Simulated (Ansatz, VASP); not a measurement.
# Two plane-wave programs on KCl

Contents of INCAR:

```
PREC = Accurate
ENCUT = 520
EDIFF = 1E-6
ISMEAR = 0
SIGMA = 0.05
LREAL = False
LASPH = True
NELM = 60
ALGO = Normal
ISIF = 2
LWAVE = False
LCHARG = True
GGA = PS
LELF = True
LVHAR = True
NBANDS = 15
```

KPOINTS

```
regular mesh
0
Gamma
  6 6 6
```

POSCAR

```
KCl
1.0
    3.9351759000      0.0000000000      0.0000000000
    0.0000000000      3.9351759000      0.0000000000
    0.0000000000      0.0000000000      3.8391960000
K Cl
1 1
Direct
    0.0000000000      0.0000000000      0.0000000000
    0.5000000000      0.5000000000      0.5000000000
```

Input for Ansatz:

```yaml
crystal:
  lattice:
    - [3.9351759, 0.0, 0.0]
    - [0.0, 3.9351759, 0.0]
    - [0.0, 0.0, 3.839196]
  atoms:
    - { symbol: K, position: [0.0, 0.0, 0.0] }
    - { symbol: Cl, position: [0.5, 0.5, 0.5] }
basis:
  ecutwfc: 420
kpoints:
  mp_grid: { grid: [6, 6, 6] }
hamiltonian:
  xc: pbesol
scf:
  occupations: { method: gaussian, width: 0.05 }
output:
  forces: true
  stress: true
  eigenvalues: true
```

Change from the starting cell: strain +0.025 along x and y, +0.000 along z, atoms carried along.

Alike in both runs: task single point; functional PBEsol; k mesh 6 × 6 × 6; occupations gaussian, width 0.05 eV; no spin polarisation.

|  | VASP | Ansatz |
| --- | --- | --- |
| version | VASP 6.6.1 | Ansatz 0.2.0 |
| potentials or method | VASP PAW PBE potentials, release 64 (K_sv, Cl), cutoff 520 eV | scalar-relativistic, plane waves, PAW |
| valence electrons in the cell | 16 | 16 |

```tsv
	VASP	Ansatz	Ansatz less VASP
gap on the k mesh at the Fermi level (eV)	4.36	4.36	+0.002
least direct gap on the mesh (eV)	4.54	4.54	+0.002
pressure (GPa)	-2.1	-2.1	-0.01
traceless stress, the component that is largest in VASP (GPa)	0.65	0.65	+0.001
```

VASP's potentials were made for PBE, not for PBEsol. With one functional, cell and mesh, what is left measures potentials, basis and numerics.
